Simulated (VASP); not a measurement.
# Ge (P-1) in VASP: notebook

Runs on Ge. Level: r2SCAN. Tasks: single point.

Program: VASP 6.6.1. These are calculated values, not measurements. Logs are shortened: lines on timing, memory, paths and dates and some standing lists are left out, and cuts for length are marked.

## Step 1: The cell of the first run

The typed cell holds 2 atoms: a = 3.900 Å, b = 3.900 Å, c = 3.900 Å, α = 97.38°, β = 97.38°, γ = 138.01°.

## Step 2: Single point, r2SCAN

File POSCAR:

```
Ge
1.0
   -2.5744900000      2.5744900000      1.3974100000
    2.5744900000     -2.5744900000      1.3974100000
    2.5744900000      2.5744900000     -1.3974100000
Ge
2
Direct
    0.2482700000      0.7338700000      0.4799100000
    0.4966290240      0.5005690240      0.9910700000
```

File INCAR.step1:

```
SYSTEM = Ge
PREC = Accurate
ENCUT = 520
ISMEAR = 1
SIGMA = 0.1
LREAL = .False.
LASPH = .True.
NELM = 100
NBANDS = 21
GGA = PE
ALGO = Normal
EDIFF = 1E-4
LWAVE = .True.
LCHARG = .False.
```

File INCAR.step2:

```
SYSTEM = Ge
PREC = Accurate
ENCUT = 520
EDIFF = 1E-7
ISMEAR = 1
SIGMA = 0.1
LREAL = .False.
LASPH = .True.
NELM = 100
ALGO = Normal
ISIF = 2
LWAVE = .False.
LCHARG = .False.
METAGGA = R2SCAN
LMIXTAU = .True.
NBANDS = 21
ISTART = 1
```

File KPOINTS:

```
regular mesh
0
Gamma
  8 8 6
  0 0 0
```

Potentials or basis: VASP PAW PBE potentials, release 64 (Ge_d).

Run with:

```bash
$ cat potpaw_PBE.64/Ge_d/POTCAR > POTCAR
$ cp INCAR.step1 INCAR
$ mpirun -np 1 vasp_std > vasp.out
$ cp INCAR.step2 INCAR
$ mpirun -np 1 vasp_std > vasp.out
```

OUTCAR:

```text
SYSTEM = Ge
   PREC = Accurate
   ENCUT = 520
   EDIFF = 1E-7
   ISMEAR = 1
   LREAL = .False.
   LASPH = .True.
   NELM = 100
   ISIF = 2
   METAGGA = R2SCAN
   ISTART = 1

 ion  position               nearest neighbor table
   1  0.248  0.734  0.480-   2 2.60   2 2.65   2 2.69   2 2.74
   2  0.497  0.501  0.991-   1 2.60   1 2.65   1 2.69   1 2.74

  LATTYP: Found a body centered tetragonal cell.
 ALAT       =     5.1489800000
 C/A-ratio  =     0.5427909994

  Lattice vectors:

 A1 = (  -2.5744900000,   2.5744900000,   1.3974100000)
 A2 = (   2.5744900000,  -2.5744900000,   1.3974100000)
 A3 = (   2.5744900000,   2.5744900000,  -1.3974100000)

Analysis of symmetry for initial positions (statically):
=====================================================================
 Subroutine PRICEL returns:
 Original cell was already a primitive cell.

 Routine SETGRP: Setting up the symmetry group for a
 body centered tetragonal supercell.

 Subroutine GETGRP returns: Found  2 space group operations
 (whereof  1 operations were pure point group operations)
 out of a pool of 16 trial point group operations.

The static configuration has the point symmetry C_1 .
 The point group associated with its full space group is S_2 .

Analysis of symmetry for dynamics (positions and initial velocities):
=====================================================================
 Subroutine PRICEL returns:
 Original cell was already a primitive cell.

 Routine SETGRP: Setting up the symmetry group for a
 body centered tetragonal supercell.

 Subroutine GETGRP returns: Found  2 space group operations
 (whereof  1 operations were pure point group operations)
 out of a pool of 16 trial point group operations.

The dynamic configuration has the point symmetry C_1 .
 The point group associated with its full space group is S_2 .

 Subroutine INISYM returns: Found  2 space group operations
 (whereof  1 operations are pure point group operations),
 and found     1 'primitive' translations

----------------------------------------------------------------------------------------

                                     Primitive cell

  volume of cell :      37.0481

  direct lattice vectors                    reciprocal lattice vectors
    -2.574490000  2.574490000  1.397410000     0.000000000  0.194213223  0.357804796
     2.574490000 -2.574490000  1.397410000     0.194213223  0.000000000  0.357804796
     2.574490000  2.574490000 -1.397410000     0.194213223  0.194213223  0.000000000

  length of vectors
     3.899840026  3.899840026  3.899840026     0.407115522  0.407115522  0.274658974

  position of ions in fractional coordinates (direct lattice)
     0.248270000  0.733870000  0.479910000
     0.496629024  0.500569024  0.991070000

  ion indices of the primitive-cell ions
   primitive index   ion index
                 1           1
                 2           2

----------------------------------------------------------------------------------------

 KPOINTS: regular mesh

Automatic generation of k-mesh.
 Grid dimensions read from file:
 generate k-points for:    8    8    6

 Generating k-lattice:

  Cartesian coordinates                     Fractional coordinates (reciprocal lattice)
     0.000000000  0.024276653  0.044725600     0.125000000  0.000000000  0.000000000
     0.024276653  0.000000000  0.044725600     0.000000000  0.125000000  0.000000000
     0.032368870  0.032368870  0.000000000     0.000000000  0.000000000  0.166666667

  Length of vectors
     0.050889440  0.050889440  0.045776496

  Shift w.r.t. Gamma in fractional coordinates (k-lattice)
     0.000000000  0.000000000  0.000000000

 -----------------------------------------------------------------------------
|                                                                             |
|           W    W    AA    RRRRR   N    N  II  N    N   GGGG   !!!           |
|           W    W   A  A   R    R  NN   N  II  NN   N  G    G  !!!           |
|           W    W  A    A  R    R  N N  N  II  N N  N  G       !!!           |
|           W WW W  AAAAAA  RRRRR   N  N N  II  N  N N  G  GGG   !            |
|           WW  WW  A    A  R   R   N   NN  II  N   NN  G    G                |
|           W    W  A    A  R    R  N    N  II  N    N   GGGG   !!!           |
|                                                                             |
|     Your reciprocal lattice and k-lattice belong to different lattice       |
|     classes:                                                                |
|                                                                             |
|        The reciprocal lattice is body-centered tetragonal,                  |
|        whereas your k-lattice is base-centered monoclinic.                  |
|                                                                             |
|     Results are often still useful ...                                      |
|                                                                             |
 -----------------------------------------------------------------------------

 WARNING: IBZKPT: internal override: KBLOWUP is changed to .FALSE.
      ... skipping the blow-up phase ...

 Subroutine IBZKPT returns following result:
 ===========================================

 Found    196 irreducible k-points:

 Following reciprocal coordinates:
            Coordinates               Weight
  0.000000  0.000000  0.000000      1.000000
  0.125000  0.000000 -0.000000      2.000000
  0.250000  0.000000 -0.000000      2.000000
  0.375000  0.000000 -0.000000      2.000000
  0.500000  0.000000 -0.000000      1.000000
  0.000000  0.125000 -0.000000      2.000000
[... 16 lines left out ...]
  0.125000  0.375000  0.000000      2.000000
  0.250000  0.375000 -0.000000      2.000000
 [... further k-points ...]
   k-points           NKPTS =    196   k-points in BZ     NKDIM =    196   number of bands    NBANDS=     21
   number of dos      NEDOS =    301   number of ions     NIONS =      2
   total plane-waves  NPLWV =  27000
   dimension x,y,z NGX =    30 NGY =   30 NGZ =   30
   dimension x,y,z NGXF=    60 NGYF=   60 NGZF=   60
   ions per type =               2
   NGX,Y,Z   is equivalent  to a cutoff of  12.79, 12.79, 12.79 a.u.
   NGXF,Y,Z  is equivalent  to a cutoff of  25.58, 25.58, 25.58 a.u.
 SYSTEM =  Ge
   PREC   = accura    normal or accurate (medium, high low for compatibility)
   ISTART =      1    job   : 0-new  1-cont  2-samecut
   ICHARG =      0    charge: 1-file 2-atom 10-const
   ISPIN  =      1    spin polarized calculation?
   LNONCOLLINEAR =      F non collinear calculations
   LSORBIT =      F    spin-orbit coupling
   LASPH  =      T    aspherical Exc in radial PAW
   ENCUT  =  520.0 eV  38.22 Ry    6.18 a.u.   7.25  7.25  7.25*2*pi/ulx,y,z
   NELM   =    100;   NELMIN=  2; NELMDL=  0     # of ELM steps
   EDIFF  = 0.1E-06   stopping-criterion for ELM
   LREAL  =      F    real-space projection
   EDIFFG = 0.1E-05   stopping-criterion for IOM
   NSW    =      0    number of steps for IOM
   IBRION =     -1    ionic relax: 0-MD 1-quasi-New 2-CG
   NFREE  =      0    steps in history (QN), initial steepest desc. (CG)
   ISIF   =      2    stress and relaxation
   ISYM   =      2    0-nonsym 1-usesym 2-fastsym
   POTIM  = 0.5000    time-step for ionic-motion
   TEBEG  =    0.0;   TEEND  =   0.0 temperature during run
   PSTRESS=    0.0 pullay stress
   NELECT =      28.0000    total number of electrons
   NUPDOWN=      -1.0000    fix difference up-down
   EMIN   =  10.00;   EMAX   =-10.00  energy-range for DOS
   EFERMI =   0.00;   METHOD = LEGACY
   ISMEAR =     1;   SIGMA  =   0.10  broadening in eV -4-tet -1-fermi 0-gaus
   EFERMI_NEDOS =   21; number of points for ismear=-14 and -15
   IALGO  =     38    algorithm
   IMIX   =      4    mixing-type and parameters
     AMIX     =   0.40;   BMIX     =  1.00
     AMIX_MAG =   1.60;   BMIX_MAG =  1.00
  volume/ion in A,a.u.               =      18.52       125.01
  Fermi-wavevector in a.u.,A,eV,Ry     =   1.491210  2.817978 30.255367  2.223707
  Thomas-Fermi vector in A             =   2.603894
   LORBIT       =      0    0 simple, 1 ext, 2 COOP (PROOUT), +10 PAW based schemes
   METAGGA = R2SCAN    functional components
   LHFCALC =     F    Hartree Fock is set to
   AEXX    =    0.0000 exact exchange contribution
   IVDW    =     0    specifies the selected vdW correction
   LEPSILON=     F    determine dielectric tensor
   LRPA    =     F    only Hartree local field effects (RPA)
 non-spin polarized calculation
 Methfessel and Paxton  Order N= 1 SIGMA  =   0.10
  energy-cutoff  :      520.00
  volume of cell :       37.05
 maximum number of plane-waves:      1019
 NGX is ok and might be reduce to    30
   NGX = 15   NGY = 15   NGZ = 15

 number of electron      28.0000003 magnetization

 Free energy of the ion-electron system (eV)
  ---------------------------------------------------
  ext. energy  EPLUGINS =         0.00000000
  ---------------------------------------------------
  free energy    TOTEN  =       -27.01389434 eV

  energy without entropy =      -27.01404703  energy(sigma->0) =      -27.01394524

 E-fermi :   6.6011     XC(G=0): -12.3777

 val. band max:        6.5813713598   @ k =  -0.3750   0.1250   0.5000
 cond. band min:       6.6202869903   @ k =   0.5000   0.0000   0.1667
 fundamental gap:      0.0389156305
 Fermi energy:         6.6010514135

 k-point     1 :       0.0000    0.0000    0.0000
  band No.  band energies     occupation
      1     -18.8126      2.00000
      2     -18.7636      2.00000
      3     -18.7310      2.00000
      4     -18.7280      2.00000
      5     -18.6145      2.00000
      6     -18.6125      2.00000
[... 13 lines left out ...]
     20      18.8216      0.00000
     21      19.7803      0.00000

 k-point     2 :       0.1250    0.0000   -0.0000
  band No.  band energies     occupation
      1     -18.8062      2.00000
      2     -18.7431      2.00000
      3     -18.7210      2.00000
      4     -18.7043      2.00000
      5     -18.6310      2.00000
      6     -18.6240      2.00000
[... 13 lines left out ...]
     20      18.2253      0.00000
     21      18.8154      0.00000

 k-point     3 :       0.2500    0.0000   -0.0000
  band No.  band energies     occupation
      1     -18.7885      2.00000
      2     -18.7080      2.00000
      3     -18.6997      2.00000
      4     -18.6697      2.00000
      5     -18.6603      2.00000
      6     -18.6287      2.00000
[... 13 lines left out ...]
     20      16.1259      0.00000
     21      18.1391      0.00000

 k-point     4 :       0.3750    0.0000   -0.0000
  band No.  band energies     occupation
      1     -18.7710      2.00000
      2     -18.7027      2.00000
      3     -18.6948      2.00000
      4     -18.6888      2.00000
      5     -18.6656      2.00000
      6     -18.6407      2.00000
[... 13 lines left out ...]
     20      16.5373      0.00000
     21      19.5857      0.00000

 k-point     5 :       0.5000    0.0000   -0.0000
  band No.  band energies     occupation
      1     -18.7623      2.00000
      2     -18.7169      2.00000
      3     -18.7064      2.00000
      4     -18.6884      2.00000
      5     -18.6559      2.00000
      6     -18.6460      2.00000
[... 13 lines left out ...]
     20      18.9542      0.00000
     21      19.9745      0.00000
[... 382 lines left out ...]
     20      18.6643      0.00000
     21      19.4481      0.00000

 k-point    22 :       0.0000    0.3750   -0.0000
  band No.  band energies     occupation
      1     -18.7747      2.00000
      2     -18.7008      2.00000
      3     -18.6946      2.00000
      4     -18.6885      2.00000
      5     -18.6717      2.00000
      6     -18.6435      2.00000
[... 13 lines left out ...]
     20      16.6243      0.00000
     21      19.5309      0.00000

 k-point    23 :       0.1250    0.3750    0.0000
  band No.  band energies     occupation
      1     -18.7715      2.00000
      2     -18.7160      2.00000
      3     -18.7009      2.00000
      4     -18.6764      2.00000
      5     -18.6611      2.00000
      6     -18.6558      2.00000
[... 13 lines left out ...]
     20      18.9397      0.00000
     21      19.6038      0.00000

 k-point    24 :       0.2500    0.3750   -0.0000
  band No.  band energies     occupation
      1     -18.7619      2.00000
      2     -18.7166      2.00000
      3     -18.7002      2.00000
      4     -18.6725      2.00000
      5     -18.6572      2.00000
      6     -18.6292      2.00000
[... 13 lines left out ...]
     20      17.5233      0.00000
     21      18.9291      0.00000

 [... further k-points ...]

------------------------ aborting loop because EDIFF is reached ----------------------------------------

  FORCE on cell =-STRESS in cart. coord.  units (eV):
  Direction    XX          YY          ZZ          XY          YZ          ZX
  --------------------------------------------------------------------------------------
  -------------------------------------------------------------------------------------
  Total       -0.0646375     -0.1940350      0.7828271     -0.0737512     -0.1597344     -0.2163463
  in kB       -2.7953030     -8.3912047     33.8540134     -3.1894340     -6.9078477     -9.3560792
  external PRESSURE =       7.5558352 kB  Pullay stress =       0.0000000 kB

 VOLUME and BASIS-vectors are now :
 -----------------------------------------------------------------------------
  energy-cutoff  :      520.00
  volume of cell :       37.05
      direct lattice vectors                 reciprocal lattice vectors
    -2.574490000  2.574490000  1.397410000     0.000000000  0.194213223  0.357804796
     2.574490000 -2.574490000  1.397410000     0.194213223  0.000000000  0.357804796
     2.574490000  2.574490000 -1.397410000     0.194213223  0.194213223  0.000000000

 POSITION                                       TOTAL-FORCE (eV/Angst)
 -----------------------------------------------------------------------------------
      2.48570     -0.01465      0.70182         0.197453      0.004484     -0.023281
      2.56164      2.54136      0.00856        -0.197453     -0.004484      0.023281
 -----------------------------------------------------------------------------------
    total drift:                               -0.000246      0.000518      0.000021

  FREE ENERGIE OF THE ION-ELECTRON SYSTEM (eV)
  ---------------------------------------------------
  free  energy   TOTEN  =       -27.0138943394 eV

  energy  without entropy=      -27.0140470315  energy(sigma->0) =      -27.01394524
```

Wall time 4.8 min (1 thread of Intel Xeon 6975P-C (Granite Rapids), shared host); peak memory 0.26 GiB.

Results:

```yaml
Free_energy: -27.0139 eV
Pressure: 0.8 GPa
Largest_force: 0.199 eV/Å
Band_gap_on_the_k_mesh: zero (band 14 reaches 8.40 eV, above the bottom of band 15 at 3.67 eV)
```

Forces in eV/Å, atoms in the order of the input:
```
Ge   0.197  0.004 -0.023
Ge  -0.197 -0.004  0.023
```

Levels at points of the mesh, in eV from the Fermi level:
```csv
k point,band 11,band 12,band 13,band 14,band 15,band 16,band 17,band 18
"(0.00, 0.00, 0.00)",-13.87,-4.04,-2.47,-2.45,3.78,8.06,8.10,8.65
"(0.50, 0.00, 0.00)",-8.34,-6.55,-2.60,-2.13,-1.34,2.78,3.97,5.85
"(0.00, 0.50, 0.00)",-8.41,-6.41,-2.68,-2.11,-1.34,2.77,4.04,5.65
"(0.50, 0.50, 0.00)",-11.22,-10.73,0.34,0.94,2.18,2.35,8.07,8.08
"(0.00, 0.00, 0.50)",-11.13,-10.83,0.44,0.81,2.24,2.34,8.07,8.07
"(0.50, 0.00, 0.50)",-8.21,-6.77,-2.47,-2.13,-1.47,3.01,3.70,6.26
"(0.00, 0.50, 0.50)",-8.29,-6.64,-2.55,-2.13,-1.38,2.83,3.89,6.00
"(0.50, 0.50, 0.50)",-9.25,-9.20,-6.08,-6.04,6.58,6.62,11.71,11.73
```

Caveat: the PAW data sets were made with another functional, which shifts forces and pressure a little.

## Step 3: Single point, r2SCAN

Edit POSCAR of step 2 so:

```diff
@@ -9,2 +9,2 @@
     0.2482700000      0.7338700000      0.4799100000
-    0.4966290240      0.5005690240      0.9910700000
+    0.4930509760      0.4969909760      0.9910700000
```

File INCAR.step1:

```
SYSTEM = Ge
ALGO = Normal
EDIFF = 1E-4
ENCUT = 520
GGA = PE
ISMEAR = 1
LASPH = .TRUE.
LCHARG = .FALSE.
LREAL = .FALSE.
LWAVE = .TRUE.
NBANDS = 21
NELM = 80
PREC = Accurate
SIGMA = 0.1
```

File INCAR.step2:

```
SYSTEM = Ge
ALGO = Normal
EDIFF = 1E-6
ENCUT = 520
ISIF = 2
ISMEAR = 1
ISTART = 1
LASPH = .TRUE.
LCHARG = .FALSE.
LMIXTAU = .TRUE.
LREAL = .FALSE.
LWAVE = .FALSE.
METAGGA = R2SCAN
NBANDS = 21
NELM = 80
PREC = Accurate
SIGMA = 0.1
```

File KPOINTS:

```
k-points
0
G
  8 8 6
  0 0 0
```

Potentials or basis: VASP PAW PBE potentials, release 64 (Ge_d).

Run with:

```bash
$ cat potpaw_PBE.64/Ge_d/POTCAR > POTCAR
$ cp INCAR.step1 INCAR
$ mpirun -np 1 vasp_std > vasp.out
$ cp INCAR.step2 INCAR
$ mpirun -np 1 vasp_std > vasp.out
```

Run time: 4.1 min. Hardware: 1 thread of Intel Xeon 6975P-C (Granite Rapids), shared host; peak memory 0.26 GiB.

The run converged. Its results:

```yaml
Free_energy: -27.0136 eV
Pressure: 0.9 GPa
Largest_force: 0.205 eV/Å
Band_gap_on_the_k_mesh: zero (band 14 reaches 8.40 eV, above the bottom of band 15 at 3.66 eV)
```

Forces on the atoms (eV/Å):
```
Ge   0.203  0.007 -0.028
Ge  -0.203 -0.007  0.028
```

Stress tensor (GPa, compression positive):
```
-0.02 -0.32 -0.93
-0.32 -0.84 -0.69
-0.93 -0.69  3.52
```

Levels at points of the mesh, in eV from the Fermi level:
```
           k point  band 12  band 13  band 14  band 15  band 16  band 17
(0.00, 0.00, 0.00)    -4.04    -2.47    -2.45     3.78     8.06     8.09
(0.50, 0.00, 0.00)    -6.54    -2.61    -2.13    -1.36     2.80     3.96
(0.00, 0.50, 0.00)    -6.42    -2.67    -2.11    -1.32     2.73     4.05
(0.50, 0.50, 0.00)   -10.73     0.34     0.94     2.18     2.35     8.06
(0.00, 0.00, 0.50)   -10.83     0.44     0.81     2.24     2.34     8.06
(0.50, 0.00, 0.50)    -6.79    -2.46    -2.13    -1.45     2.98     3.70
(0.00, 0.50, 0.50)    -6.62    -2.56    -2.13    -1.40     2.86     3.88
(0.50, 0.50, 0.50)    -9.20    -6.08    -6.04     6.58     6.62    11.70
```

Caveat: the PAW data sets were made with another functional, which shifts forces and pressure a little.
